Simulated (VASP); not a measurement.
# InSe (P3m1) in VASP: single point with PBEsol

Aim: the single point of InSe with PBEsol.

All numbers are computed with VASP 6.6.1; they aren't measurements. Logs are shortened: lines on timing, memory, paths and dates and some standing lists are left out, and cuts for length are marked.

## (1) The cell of the first run

The structure is trigonal, space group P3m1 (No. 156). The conventional cell has a = 4.000 Å, b = 4.000 Å, c = 26.450 Å, α = 90.00°, β = 90.00°, γ = 120.00°. Within 3.5 Å of In (site symmetry 3m) lie 3 Se at 2.64 Å and 1 In at 2.80 Å. In (site symmetry 3m) has 3 Se at 2.64 Å and 1 In at 2.80 Å within 3.5 Å. In (site symmetry 3m) has 3 Se at 2.64 Å and 1 In at 2.80 Å within 3.5 Å. In (site symmetry 3m) has 3 Se at 2.64 Å and 1 In at 2.80 Å within 3.5 Å. Within 3.5 Å of In (site symmetry 3m) lie 3 Se at 2.64 Å and 1 In at 2.80 Å. In (site symmetry 3m) has 3 Se at 2.64 Å and 1 In at 2.80 Å within 3.5 Å. Se (site symmetry 3m) has 3 In at 2.64 Å within 3.5 Å. Se (site symmetry 3m) has 3 In at 2.64 Å within 3.5 Å.

## (2) Single point, PBEsol (the distance across one plane changed)

INCAR reads:

```
ALGO = Normal ; EDIFF = 1E-6
ENCUT = 500 ; GGA = PS
GGA_COMPAT = F ; ISIF = 2
ISMEAR = 0 ; LASPH = T
LCHARG = F ; LREAL = F
LWAVE = F ; NBANDS = 69
NELM = 120 ; PREC = Accurate
SIGMA = 0.03
```

KPOINTS reads:

```
k-points
0
Gamma
  10 10 2
```

POSCAR reads:

```
InSe
1.0
   -1.9999996503     -3.4641010095      0.0000000000
    1.9999996503     -3.4641010095      0.0000000000
    0.0000000000      0.0000000000     26.4500100000
In Se
6 6
Direct
    0.0000000000      0.0000000000      0.7331715668
    0.3333333333      0.3333333333      0.1043120692
    0.6666666667      0.6666666667      0.4187418180
    1.0000000000      1.0000000000      0.8390086202
    0.3333333333      0.3333333333      0.2101491226
    0.6666666667      0.6666666667      0.5245788714
    1.0000000000      1.0000000000      0.3704768515
    0.3333333333      0.3333333333      0.6849066003
    0.6666666667      0.6666666667      0.0560471027
    1.0000000000      1.0000000000      0.5728123949
    0.3333333333      0.3333333333      0.8872421437
    0.6666666667      0.6666666667      0.2583826461
```

Potentials or basis: VASP PAW PBE potentials, release 64 (In_d, Se).

Run with:

```console
> cat potpaw_PBE.64/In_d/POTCAR potpaw_PBE.64/Se/POTCAR > POTCAR
> mpirun -np 1 vasp_std > vasp.out
```

OUTCAR:

```text
EDIFF = 1E-6
   ENCUT = 500
   GGA = PS
   ISIF = 2
   ISMEAR = 0
   LASPH = T
   LREAL = F
   NELM = 120
   PREC = Accurate

 ion  position               nearest neighbor table
   1  0.000  0.000  0.733-   8 2.64   8 2.64   8 2.64   4 2.80
   2  0.333  0.333  0.104-   9 2.64   9 2.64   9 2.64   5 2.80
   3  0.667  0.667  0.419-   7 2.64   7 2.64   7 2.64   6 2.80
   4  0.000  0.000  0.839-  11 2.64  11 2.64  11 2.64   1 2.80
   5  0.333  0.333  0.210-  12 2.64  12 2.64  12 2.64   2 2.80
   6  0.667  0.667  0.525-  10 2.64  10 2.64  10 2.64   3 2.80
   7  0.000  0.000  0.370-   3 2.64   3 2.64   3 2.64
   8  0.333  0.333  0.685-   1 2.64   1 2.64   1 2.64
   9  0.667  0.667  0.056-   2 2.64   2 2.64   2 2.64
  10  0.000  0.000  0.573-   6 2.64   6 2.64   6 2.64
  11  0.333  0.333  0.887-   4 2.64   4 2.64   4 2.64
  12  0.667  0.667  0.258-   5 2.64   5 2.64   5 2.64

  LATTYP: Found a hexagonal cell.
 ALAT       =     3.9999993007
 C/A-ratio  =     6.6125036561

  Lattice vectors:

 A1 = (  -1.9999996503,   3.4641010095,   0.0000000000)
 A2 = (  -1.9999996503,  -3.4641010095,   0.0000000000)
 A3 = (   0.0000000000,   0.0000000000,  26.4500100000)

Analysis of symmetry for initial positions (statically):
=====================================================================
 Subroutine PRICEL returns:
 Original cell was already a primitive cell.

 Routine SETGRP: Setting up the symmetry group for a
 hexagonal supercell.

 Subroutine GETGRP returns: Found  6 space group operations
 (whereof  6 operations were pure point group operations)
 out of a pool of 24 trial point group operations.

The static configuration has the point symmetry C_3v.

Analysis of symmetry for dynamics (positions and initial velocities):
=====================================================================
 Subroutine PRICEL returns:
 Original cell was already a primitive cell.

 Routine SETGRP: Setting up the symmetry group for a
 hexagonal supercell.

 Subroutine GETGRP returns: Found  6 space group operations
 (whereof  6 operations were pure point group operations)
 out of a pool of 24 trial point group operations.

The dynamic configuration has the point symmetry C_3v.

 Subroutine INISYM returns: Found  6 space group operations
 (whereof  6 operations are pure point group operations),
 and found     1 'primitive' translations

----------------------------------------------------------------------------------------

                                     Primitive cell

  volume of cell :     366.5020

  direct lattice vectors                    reciprocal lattice vectors
    -1.999999650 -3.464101010  0.000000000    -0.250000044 -0.144337593  0.000000000
     1.999999650 -3.464101010  0.000000000     0.250000044 -0.144337593  0.000000000
     0.000000000  0.000000000 26.450010000     0.000000000  0.000000000  0.037807169

  length of vectors
     3.999999301  3.999999301 26.450010000     0.288675185  0.288675185  0.037807169

  position of ions in fractional coordinates (direct lattice)
     0.000000000  0.000000000  0.733171567
     0.333333333  0.333333333  0.104312069
     0.666666667  0.666666667  0.418741818
     0.000000000  0.000000000  0.839008620
     0.333333333  0.333333333  0.210149123
     0.666666667  0.666666667  0.524578871
     0.000000000  0.000000000  0.370476852
     0.333333333  0.333333333  0.684906600
     0.666666667  0.666666667  0.056047103
     0.000000000  0.000000000  0.572812395
     0.333333333  0.333333333  0.887242144
     0.666666667  0.666666667  0.258382646

  ion indices of the primitive-cell ions
   primitive index   ion index
                 1           1
                 2           2
                 3           3
                 4           4
                 5           5
                 6           6
                 7           7
                 8           8
                 9           9
                10          10
                11          11
                12          12

----------------------------------------------------------------------------------------

 KPOINTS: k-points

Automatic generation of k-mesh.
 Grid dimensions read from file:
 generate k-points for:   10   10    2

 Generating k-lattice:

  Cartesian coordinates                     Fractional coordinates (reciprocal lattice)
    -0.025000004 -0.014433759  0.000000000     0.100000000  0.000000000  0.000000000
     0.025000004 -0.014433759  0.000000000     0.000000000  0.100000000  0.000000000
     0.000000000  0.000000000  0.018903585     0.000000000  0.000000000  0.500000000

  Length of vectors
     0.028867519  0.028867519  0.018903585

  Shift w.r.t. Gamma in fractional coordinates (k-lattice)
     0.000000000  0.000000000  0.000000000

 Subroutine IBZKPT returns following result:
 ===========================================

 Found     28 irreducible k-points:

 Following reciprocal coordinates:
            Coordinates               Weight
  0.000000  0.000000  0.000000      1.000000
  0.100000  0.000000  0.000000      6.000000
  0.200000  0.000000  0.000000      6.000000
  0.300000  0.000000  0.000000      6.000000
  0.400000  0.000000  0.000000      6.000000
  0.500000  0.000000  0.000000      3.000000
[... 16 lines left out ...]
  0.400000  0.100000  0.500000     12.000000
  0.500000  0.100000  0.500000     12.000000
 [... further k-points ...]
   k-points           NKPTS =     28   k-points in BZ     NKDIM =     28   number of bands    NBANDS=     69
   number of dos      NEDOS =    301   number of ions     NIONS =     12
   total plane-waves  NPLWV = 176400
   dimension x,y,z NGX =    30 NGY =   30 NGZ =  196
   dimension x,y,z NGXF=    60 NGYF=   60 NGZF=  392
   ions per type =               6   6
   NGX,Y,Z   is equivalent  to a cutoff of  12.47, 12.47, 12.32 a.u.
   NGXF,Y,Z  is equivalent  to a cutoff of  24.94, 24.94, 24.64 a.u.
 SYSTEM =  unknown system
   PREC   = accura    normal or accurate (medium, high low for compatibility)
   ISTART =      0    job   : 0-new  1-cont  2-samecut
   ICHARG =      2    charge: 1-file 2-atom 10-const
   ISPIN  =      1    spin polarized calculation?
   LNONCOLLINEAR =      F non collinear calculations
   LSORBIT =      F    spin-orbit coupling
   LASPH  =      T    aspherical Exc in radial PAW
   ENCUT  =  500.0 eV  36.75 Ry    6.06 a.u.   7.29  7.29 48.22*2*pi/ulx,y,z
   NELM   =    120;   NELMIN=  2; NELMDL= -5     # of ELM steps
   EDIFF  = 0.1E-05   stopping-criterion for ELM
   LREAL  =      F    real-space projection
   EDIFFG = 0.1E-04   stopping-criterion for IOM
   NSW    =      0    number of steps for IOM
   IBRION =     -1    ionic relax: 0-MD 1-quasi-New 2-CG
   NFREE  =      0    steps in history (QN), initial steepest desc. (CG)
   ISIF   =      2    stress and relaxation
   ISYM   =      2    0-nonsym 1-usesym 2-fastsym
   POTIM  = 0.5000    time-step for ionic-motion
   TEBEG  =    0.0;   TEEND  =   0.0 temperature during run
   PSTRESS=    0.0 pullay stress
   NELECT =     114.0000    total number of electrons
   NUPDOWN=      -1.0000    fix difference up-down
   EMIN   =  10.00;   EMAX   =-10.00  energy-range for DOS
   EFERMI =   0.00;   METHOD = LEGACY
   ISMEAR =     0;   SIGMA  =   0.03  broadening in eV -4-tet -1-fermi 0-gaus
   EFERMI_NEDOS =   21; number of points for ismear=-14 and -15
   IALGO  =     38    algorithm
   IMIX   =      4    mixing-type and parameters
     AMIX     =   0.40;   BMIX     =  1.00
     AMIX_MAG =   1.60;   BMIX_MAG =  1.00
  volume/ion in A,a.u.               =      30.54       206.11
  Fermi-wavevector in a.u.,A,eV,Ry     =   1.109220  2.096122 16.740186  1.230369
  Thomas-Fermi vector in A             =   2.245757
   LORBIT       =      0    0 simple, 1 ext, 2 COOP (PROOUT), +10 PAW based schemes
   GGA     = PS    functional components
   LHFCALC =     F    Hartree Fock is set to
   AEXX    =    0.0000 exact exchange contribution
   IVDW    =     0    specifies the selected vdW correction
   LEPSILON=     F    determine dielectric tensor
   LRPA    =     F    only Hartree local field effects (RPA)
 non-spin polarized calculation
 Gauss-broadening in eV      SIGMA  =   0.03
  energy-cutoff  :      500.00
  volume of cell :      366.50
 maximum number of plane-waves:      9367
 NGX is ok and might be reduce to    30
   NGX = 15   NGY = 15   NGZ = 97

 number of electron     113.9999975 magnetization

 Free energy of the ion-electron system (eV)
  ---------------------------------------------------
  ext. energy  EPLUGINS =         0.00000000
  ---------------------------------------------------
  free energy    TOTEN  =       -46.75100719 eV

  energy without entropy =      -46.75100719  energy(sigma->0) =      -46.75100719

 E-fermi :   3.5785     XC(G=0):  -8.8033

 val. band max:        3.3902920493   @ k =   0.1000   0.0000   0.5000
 cond. band min:       4.0137208316   @ k =   0.0000   0.0000   0.5000
 fundamental gap:      0.6234287823
 Fermi energy:         3.5784844948

 k-point     1 :       0.0000    0.0000    0.0000
  band No.  band energies     occupation
      1     -11.1622      2.00000
      2     -11.1529      2.00000
      3     -11.1462      2.00000
      4     -10.9774      2.00000
      5     -10.9774      2.00000
      6     -10.9689      2.00000
[... 61 lines left out ...]
     68       7.9143      0.00000
     69       7.9143      0.00000

 k-point     2 :       0.1000    0.0000    0.0000
  band No.  band energies     occupation
      1     -11.1640      2.00000
      2     -11.1546      2.00000
      3     -11.1479      2.00000
      4     -11.0182      2.00000
      5     -11.0080      2.00000
      6     -11.0013      2.00000
[... 1573 lines left out ...]
     68       7.6981      0.00000
     69       7.7383      0.00000

 k-point    24 :       0.5000    0.1000    0.5000
  band No.  band energies     occupation
      1     -11.3183      2.00000
      2     -11.3059      2.00000
      3     -11.2996      2.00000
      4     -11.2216      2.00000
      5     -11.2085      2.00000
      6     -11.2019      2.00000
[... 61 lines left out ...]
     68       7.5205      0.00000
     69       7.6161      0.00000

 [... further k-points ...]
[... 5 lines left out ...]
  --------------------------------------------------------------------------------------
  -------------------------------------------------------------------------------------
  Total        0.7799610      0.7799610     -0.4054049      0.0000000      0.0000000      0.0000000
  in kB        3.4096294      3.4096294     -1.7722429      0.0000000      0.0000000      0.0000000
  external PRESSURE =       1.6823387 kB  Pullay stress =       0.0000000 kB

 VOLUME and BASIS-vectors are now :
 -----------------------------------------------------------------------------
  energy-cutoff  :      500.00
  volume of cell :      366.50
      direct lattice vectors                 reciprocal lattice vectors
    -1.999999650 -3.464101010  0.000000000    -0.250000044 -0.144337593  0.000000000
     1.999999650 -3.464101010  0.000000000     0.250000044 -0.144337593  0.000000000
     0.000000000  0.000000000 26.450010000     0.000000000  0.000000000  0.037807169

 POSITION                                       TOTAL-FORCE (eV/Angst)
 -----------------------------------------------------------------------------------
      0.00000      0.00000     19.39240         0.000000     -0.000000      0.184957
      0.00000     -2.30940      2.75906        -0.000000      0.000000      0.156698
      0.00000     -4.61880     11.07573         0.000000     -0.000000      0.176180
      0.00000      0.00000     22.19179        -0.000000     -0.000000     -0.161619
      0.00000     -2.30940      5.55845        -0.000000      0.000000     -0.185028
      0.00000     -4.61880     13.87512        -0.000000      0.000000     -0.175795
      0.00000      0.00000      9.79912        -0.000000      0.000000     -0.029153
      0.00000     -2.30940     18.11579         0.000000      0.000000     -0.031516
      0.00000     -4.61880      1.48245         0.000000     -0.000000     -0.054287
      0.00000      0.00000     15.15089        -0.000000      0.000000      0.028702
      0.00000     -2.30940     23.46756        -0.000000      0.000000      0.059311
      0.00000     -4.61880      6.83422         0.000000     -0.000000      0.031553
 -----------------------------------------------------------------------------------
    total drift:                                0.000000      0.000000     -0.000305

  FREE ENERGIE OF THE ION-ELECTRON SYSTEM (eV)
  ---------------------------------------------------
  free  energy   TOTEN  =       -46.7510071899 eV

  energy  without entropy=      -46.7510071899  energy(sigma->0) =      -46.75100719
```

It took 9.1 min on 1 thread of Intel Xeon 6975P-C (Granite Rapids), shared host; peak memory 0.76 GiB.

Results:

| Item | Value |
| --- | --- |
| Free energy | -46.7510 eV |
| Pressure | 0.2 GPa |
| Largest force | 0.185 eV/Å |
| Band gap on the k mesh | 0.62 eV (least direct gap 0.63 eV) |

Forces in eV/Å, atoms in the order of the input:
```
In   0.000  0.000  0.185
In   0.000  0.000  0.157
In   0.000  0.000  0.176
In   0.000  0.000 -0.162
In   0.000  0.000 -0.185
In   0.000  0.000 -0.176
Se   0.000  0.000 -0.029
Se   0.000  0.000 -0.032
Se   0.000  0.000 -0.054
Se   0.000  0.000  0.029
Se   0.000  0.000  0.059
Se   0.000  0.000  0.032
```

Levels at points of the mesh, in eV from the valence-band top:
```tsv
k point	band 55	band 56	band 57	band 58	band 59	band 60
(0.00, 0.00, 0.00)	-0.94	-0.61	-0.22	0.82	1.16	1.74
(0.50, 0.00, 0.00)	-1.55	-1.51	-1.38	1.36	1.40	1.63
(0.00, 0.00, 0.50)	-0.94	-0.82	-0.01	0.62	1.34	1.67
(0.50, 0.00, 0.50)	-1.54	-1.50	-1.40	1.37	1.40	1.66
```

Caveat: the cell differs from its parent crystal (the distance across one plane changed); the PAW data sets were made with another functional, which shifts forces and pressure a little; spin-orbit coupling is left out, which moves the levels of the heavy elements; this functional lacks dispersion, which binds the layers, so the pressure and a relaxed spacing across them are unreliable. A k mesh can miss the band edges.
